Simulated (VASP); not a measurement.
# HfTe6Mo (Pm) in VASP: single point with PBE

Aim: the single point of HfTe6Mo with PBE.

Program: VASP 6.6.1. These are calculated values, not measurements. Logs are shortened: lines on timing, memory, paths and dates and some standing lists are left out, and cuts for length are marked.

## 1. The cell of the first run

It takes space group Pm (No. 6, monoclinic). The conventional cell has a = 5.817 Å, b = 3.909 Å, c = 10.772 Å, α = 90.00°, β = 98.55°, γ = 90.00°. Hf (site symmetry m) has 8 Te at 2.92 to 3.23 Å within 3.8 Å. Within 3.8 Å of Te (site symmetry m) lie 4 Te at 2.87 to 3.78 Å and 2 Hf at 2.92 Å. Within 3.8 Å of Te (site symmetry m) lie 2 Te at 2.87 to 2.96 Å and 2 Hf at 2.98 Å. Te (site symmetry m) has 2 Hf at 2.92 Å and 2 Mo at 2.96 to 3.27 Å and 8 Te at 3.58 to 3.72 Å within 3.8 Å. Te (site symmetry m) has 2 Te at 2.72 to 3.10 Å and 2 Mo at 2.86 Å within 3.6 Å. Te (site symmetry m) has 2 Te at 2.72 to 3.10 Å and 2 Mo at 2.93 Å within 3.6 Å. Te (site symmetry m) has 2 Mo at 2.79 Å and 2 Hf at 3.13 to 3.23 Å and 4 Te at 3.58 to 3.65 Å within 3.7 Å. Within 3.7 Å of Mo (site symmetry m) lie 8 Te at 2.79 to 3.27 Å.

## 2. Single point, PBE

Contents of INCAR:

```
SYSTEM = HfTe6Mo
PREC     = Accurate       ! precision mode
ENCUT    = 520            ! plane-wave cutoff, eV
EDIFF    = 1E-6           ! SCF threshold, eV
ISMEAR   = 0              ! smearing method
SIGMA    = 0.2            ! smearing width, eV
LREAL    = .False.        ! projectors in reciprocal space
LASPH    = .True.         ! aspherical terms in the spheres
NELM     = 80             ! most SCF steps
ALGO     = Normal         ! electronic algorithm
ISIF     = 2              ! what is computed and relaxed
LWAVE    = .False.        ! write WAVECAR
LCHARG   = .False.        ! write CHGCAR
GGA      = PE             ! functional
NBANDS   = 40             ! bands
```

Contents of KPOINTS:

```
regular mesh
0
Gamma
  3 4 2
  0 0 0
```

Contents of POSCAR:

```
HfTe6Mo
1.0
    5.8169771734      0.0000000000     -0.0529178841
    0.0000000000      3.9087257148      0.0000000000
   -1.5047944604      0.0000000000     10.6660499163
Hf Te Mo
1 6 1
Direct
    0.2786808321      0.0000000000      0.6548570002
    0.5740796468      0.5000000000      0.8043897058
    0.0866457436      0.5000000000      0.8219689929
    0.2248518976      0.5000000000      0.4515633225
    0.4466311458      0.0000000000      0.2001364375
    0.9094885280      0.0000000000      0.1852887168
    0.7549394826      0.0000000000      0.5341297015
    0.7246827235      0.5000000000      0.3476661228
```

Potentials or basis: VASP PAW PBE potentials, release 64 (Hf_pv, Te, Mo_sv).

Launch:

```bash
> cat potpaw_PBE.64/Hf_pv/POTCAR potpaw_PBE.64/Te/POTCAR potpaw_PBE.64/Mo_sv/POTCAR > POTCAR
> mpirun -np 1 vasp_std > vasp.out
```

OUTCAR:

```text
SYSTEM = HfTe6Mo
   PREC = Accurate
   ENCUT = 520
   EDIFF = 1E-6
   ISMEAR = 0
   LREAL = .False.
   LASPH = .True.
   NELM = 80
   ISIF = 2
   GGA = PE

 ion  position               nearest neighbor table
   1  0.279  0.000  0.655-   4 2.92   4 2.92   2 2.92   2 2.92   3 2.98   3 2.98   7 3.13   7 3.23

   2  0.574  0.500  0.804-   3 2.87   1 2.92   1 2.92   3 2.96
   3  0.087  0.500  0.822-   2 2.87   2 2.96   1 2.98   1 2.98
   4  0.225  0.500  0.452-   1 2.92   1 2.92   8 2.96   8 3.27   7 3.58   7 3.58   7 3.65   7 3.65

   5  0.447  0.000  0.200-   6 2.72   8 2.86   8 2.86   6 3.10
   6  0.909  0.000  0.185-   5 2.72   8 2.93   8 2.93   5 3.10
   7  0.755  0.000  0.534-   8 2.79   8 2.79   1 3.13   1 3.23   4 3.58   4 3.58   4 3.65   4 3.65

   8  0.725  0.500  0.348-   7 2.79   7 2.79   5 2.86   5 2.86   6 2.93   6 2.93   4 2.96   4 3.27

  LATTYP: Found a simple monoclinic cell.
 ALAT       =     5.8172178692
 B/A-ratio  =     0.6719235557
 C/A-ratio  =     1.8516887841
 COS(beta)  =    -0.1487009656

  Lattice vectors:

 A1 = (   5.8169771734,   0.0000000000,  -0.0529178841)
 A2 = (   0.0000000000,   3.9087257148,   0.0000000000)
 A3 = (  -1.5047944604,   0.0000000000,  10.6660499163)

Analysis of symmetry for initial positions (statically):
=====================================================================
 Subroutine PRICEL returns:
 Original cell was already a primitive cell.

 Routine SETGRP: Setting up the symmetry group for a
 simple monoclinic supercell.

 Subroutine GETGRP returns: Found  2 space group operations
 (whereof  2 operations were pure point group operations)
 out of a pool of  4 trial point group operations.

The static configuration has the point symmetry C_1h.

Analysis of symmetry for dynamics (positions and initial velocities):
=====================================================================
 Subroutine PRICEL returns:
 Original cell was already a primitive cell.

 Routine SETGRP: Setting up the symmetry group for a
 simple monoclinic supercell.

 Subroutine GETGRP returns: Found  2 space group operations
 (whereof  2 operations were pure point group operations)
 out of a pool of  4 trial point group operations.

The dynamic configuration has the point symmetry C_1h.

 Subroutine INISYM returns: Found  2 space group operations
 (whereof  2 operations are pure point group operations),
 and found     1 'primitive' translations

----------------------------------------------------------------------------------------

                                     Primitive cell

  volume of cell :     242.2024

  direct lattice vectors                    reciprocal lattice vectors
     5.816977173  0.000000000 -0.052917884     0.172131516  0.000000000  0.024284768
     0.000000000  3.908725715  0.000000000     0.000000000  0.255837854  0.000000000
    -1.504794460  0.000000000 10.666049916     0.000854003  0.000000000  0.093875906

  length of vectors
     5.817217869  3.908725715 10.771677083     0.173836155  0.255837854  0.093879790

  position of ions in fractional coordinates (direct lattice)
     0.278680832  0.000000000  0.654857000
     0.574079647  0.500000000  0.804389706
     0.086645744  0.500000000  0.821968993
     0.224851898  0.500000000  0.451563323
     0.446631146  0.000000000  0.200136437
     0.909488528  0.000000000  0.185288717
     0.754939483  0.000000000  0.534129701
     0.724682724  0.500000000  0.347666123

  ion indices of the primitive-cell ions
   primitive index   ion index
                 1           1
                 2           2
                 3           3
                 4           4
                 5           5
                 6           6
                 7           7
                 8           8

----------------------------------------------------------------------------------------

 KPOINTS: regular mesh

Automatic generation of k-mesh.
 Grid dimensions read from file:
 generate k-points for:    3    4    2

 Generating k-lattice:

  Cartesian coordinates                     Fractional coordinates (reciprocal lattice)
     0.057377172  0.000000000  0.008094923     0.333333333  0.000000000  0.000000000
     0.000000000  0.063959464  0.000000000     0.000000000  0.250000000  0.000000000
     0.000427001  0.000000000  0.046937953     0.000000000  0.000000000  0.500000000

  Length of vectors
     0.057945385  0.063959464  0.046939895

  Shift w.r.t. Gamma in fractional coordinates (k-lattice)
     0.000000000  0.000000000  0.000000000

 Subroutine IBZKPT returns following result:
 ===========================================

 Found     12 irreducible k-points:

 Following reciprocal coordinates:
            Coordinates               Weight
  0.000000  0.000000  0.000000      1.000000
  0.333333  0.000000 -0.000000      2.000000
  0.000000  0.250000  0.000000      2.000000
  0.333333  0.250000 -0.000000      4.000000
  0.000000  0.500000  0.000000      1.000000
  0.333333  0.500000 -0.000000      2.000000
 -0.000000  0.000000  0.500000      1.000000
  0.333333  0.000000  0.500000      2.000000
 -0.000000  0.250000  0.500000      2.000000
  0.333333  0.250000  0.500000      4.000000
 -0.000000  0.500000  0.500000      1.000000
  0.333333  0.500000  0.500000      2.000000
   k-points           NKPTS =     12   k-points in BZ     NKDIM =     12   number of bands    NBANDS=     40
   number of dos      NEDOS =    301   number of ions     NIONS =      8
   total plane-waves  NPLWV = 115200
   dimension x,y,z NGX =    48 NGY =   30 NGZ =   80
   dimension x,y,z NGXF=    96 NGYF=   60 NGZF=  160
   ions per type =               1   6   1
   NGX,Y,Z   is equivalent  to a cutoff of  13.72, 12.76, 12.35 a.u.
   NGXF,Y,Z  is equivalent  to a cutoff of  27.44, 25.52, 24.69 a.u.
 SYSTEM =  HfTe6Mo
   PREC   = accura    normal or accurate (medium, high low for compatibility)
   ISTART =      0    job   : 0-new  1-cont  2-samecut
   ICHARG =      2    charge: 1-file 2-atom 10-const
   ISPIN  =      1    spin polarized calculation?
   LNONCOLLINEAR =      F non collinear calculations
   LSORBIT =      F    spin-orbit coupling
   LASPH  =      T    aspherical Exc in radial PAW
   ENCUT  =  520.0 eV  38.22 Ry    6.18 a.u.  10.82  7.27 20.03*2*pi/ulx,y,z
   NELM   =     80;   NELMIN=  2; NELMDL= -5     # of ELM steps
   EDIFF  = 0.1E-05   stopping-criterion for ELM
   LREAL  =      F    real-space projection
   EDIFFG = 0.1E-04   stopping-criterion for IOM
   NSW    =      0    number of steps for IOM
   IBRION =     -1    ionic relax: 0-MD 1-quasi-New 2-CG
   NFREE  =      0    steps in history (QN), initial steepest desc. (CG)
   ISIF   =      2    stress and relaxation
   ISYM   =      2    0-nonsym 1-usesym 2-fastsym
   POTIM  = 0.5000    time-step for ionic-motion
   TEBEG  =    0.0;   TEEND  =   0.0 temperature during run
   PSTRESS=    0.0 pullay stress
   NELECT =      60.0000    total number of electrons
   NUPDOWN=      -1.0000    fix difference up-down
   EMIN   =  10.00;   EMAX   =-10.00  energy-range for DOS
   EFERMI =   0.00;   METHOD = LEGACY
   ISMEAR =     0;   SIGMA  =   0.20  broadening in eV -4-tet -1-fermi 0-gaus
   EFERMI_NEDOS =   21; number of points for ismear=-14 and -15
   IALGO  =     38    algorithm
   IMIX   =      4    mixing-type and parameters
     AMIX     =   0.40;   BMIX     =  1.00
     AMIX_MAG =   1.60;   BMIX_MAG =  1.00
  volume/ion in A,a.u.               =      30.28       204.31
  Fermi-wavevector in a.u.,A,eV,Ry     =   1.028172  1.942963 14.383231  1.057138
  Thomas-Fermi vector in A             =   2.162155
   LORBIT       =      0    0 simple, 1 ext, 2 COOP (PROOUT), +10 PAW based schemes
   GGA     = PE    functional components
   LHFCALC =     F    Hartree Fock is set to
   AEXX    =    0.0000 exact exchange contribution
   IVDW    =     0    specifies the selected vdW correction
   LEPSILON=     F    determine dielectric tensor
   LRPA    =     F    only Hartree local field effects (RPA)
 non-spin polarized calculation
 Gauss-broadening in eV      SIGMA  =   0.20
  energy-cutoff  :      520.00
  volume of cell :      242.20
 maximum number of plane-waves:      6556
 NGX is ok and might be reduce to    48
   NGX = 21   NGY = 15   NGZ = 41

 number of electron      59.9999993 magnetization

 Free energy of the ion-electron system (eV)
  ---------------------------------------------------
  ext. energy  EPLUGINS =         0.00000000
  ---------------------------------------------------
  free energy    TOTEN  =       -41.65354398 eV

  energy without entropy =      -41.51445273  energy(sigma->0) =      -41.58399835

 E-fermi :   6.4668     XC(G=0):  -9.4499

 val. band max:        6.4640931332   @ k =   0.0000   0.5000   0.0000
 cond. band min:       6.4678030173   @ k =  -0.0000   0.5000   0.5000
 fundamental gap:      0.0037098841
 Fermi energy:         6.4668085066

 k-point     1 :       0.0000    0.0000    0.0000
  band No.  band energies     occupation
      1     -54.8873      2.00000
      2     -29.0559      2.00000
      3     -28.9454      2.00000
      4     -28.9261      2.00000
      5     -25.1330      2.00000
      6     -25.0719      2.00000
[... 32 lines left out ...]
     39       9.4671      0.00000
     40       9.5643      0.00000

 k-point     2 :       0.3333    0.0000   -0.0000
  band No.  band energies     occupation
      1     -54.8873      2.00000
      2     -29.0561      2.00000
      3     -28.9454      2.00000
      4     -28.9261      2.00000
      5     -25.1330      2.00000
      6     -25.0719      2.00000
[... 419 lines left out ...]
     39       9.3013      0.00000
     40       9.9277      0.00000

 k-point    12 :       0.3333    0.5000    0.5000
  band No.  band energies     occupation
      1     -54.8862      2.00000
      2     -29.0530      2.00000
      3     -28.9767      2.00000
      4     -28.9202      2.00000
      5     -25.1304      2.00000
      6     -25.1226      2.00000
[... 32 lines left out ...]
     39       9.4432      0.00000
     40       9.5217      0.00000

------------------------ aborting loop because EDIFF is reached ----------------------------------------

  FORCE on cell =-STRESS in cart. coord.  units (eV):
  Direction    XX          YY          ZZ          XY          YZ          ZX
  --------------------------------------------------------------------------------------
  -------------------------------------------------------------------------------------
  Total       -0.0554273      0.2885918      0.1666538      0.0000000      0.0000000      0.0611613
  in kB       -0.3666536      1.9090452      1.1024208      0.0000000      0.0000000      0.4045842
  external PRESSURE =       0.8816041 kB  Pullay stress =       0.0000000 kB

 VOLUME and BASIS-vectors are now :
 -----------------------------------------------------------------------------
  energy-cutoff  :      520.00
  volume of cell :      242.20
      direct lattice vectors                 reciprocal lattice vectors
     5.816977173  0.000000000 -0.052917884     0.172131516  0.000000000  0.024284768
     0.000000000  3.908725715  0.000000000     0.000000000  0.255837854  0.000000000
    -1.504794460  0.000000000 10.666049916     0.000854003  0.000000000  0.093875906

 POSITION                                       TOTAL-FORCE (eV/Angst)
 -----------------------------------------------------------------------------------
      0.63565      0.00000      6.96999        -0.077759      0.000000      0.061688
      2.12897      1.95436      8.54928        -0.001425      0.000000      0.018994
     -0.73288      1.95436      8.76258         0.053490      0.000000     -0.018365
      0.62845      1.95436      4.80450        -0.018026      0.000000     -0.024579
      2.29688      0.00000      2.11103        -0.038940      0.000000      0.007923
      5.01165      0.00000      1.92817         0.030558      0.000000     -0.027580
      3.58771      0.00000      5.65710         0.045936      0.000000      0.024804
      3.69230      1.95436      3.66988         0.006167      0.000000     -0.042885
 -----------------------------------------------------------------------------------
    total drift:                                0.000227     -0.000000      0.000497

  FREE ENERGIE OF THE ION-ELECTRON SYSTEM (eV)
  ---------------------------------------------------
  free  energy   TOTEN  =       -41.6535439752 eV

  energy  without entropy=      -41.5144527278  energy(sigma->0) =      -41.58399835
```

Wall time 1.8 min (1 thread of Intel Xeon Platinum 8488C (Sapphire Rapids), shared host); peak memory 0.38 GiB.

Results:

| Property | Result |
| --- | --- |
| Free energy | -41.6535 eV |
| Pressure | 0.1 GPa |
| Largest force | 0.099 eV/Å |
| Band gap on the k mesh | zero (band 30 reaches 6.48 eV, above the bottom of band 31 at 6.21 eV) |

Forces in eV/Å, atoms in the order of the input:
```
Hf  -0.078  0.000  0.062
Te  -0.001  0.000  0.019
Te   0.053  0.000 -0.018
Te  -0.018  0.000 -0.025
Te  -0.039  0.000  0.008
Te   0.031  0.000 -0.028
Te   0.046  0.000  0.025
Mo   0.006  0.000 -0.043
```

Levels at points of the mesh, in eV from the Fermi level:
| k point | band 28 | band 29 | band 30 | band 31 | band 32 | band 33 |
| --- | --- | --- | --- | --- | --- | --- |
| (0.00, 0.00, 0.00) | -0.70 | -0.53 | -0.22 | -0.12 | 0.59 | 1.37 |
| (0.00, 0.50, 0.00) | -1.77 | -1.59 | 0.00 | 0.19 | 1.04 | 1.56 |
| (0.00, 0.00, 0.50) | -0.70 | -0.58 | -0.29 | -0.03 | 0.61 | 1.33 |
| (0.00, 0.50, 0.50) | -1.78 | -1.59 | 0.00 | 0.21 | 1.10 | 1.55 |

Caveat: the k points lie up to 0.40 Å⁻¹ apart; spin-orbit coupling is left out, which moves the levels of the heavy elements; this functional lacks dispersion, which binds the layers, so the pressure and a relaxed spacing across them are unreliable.
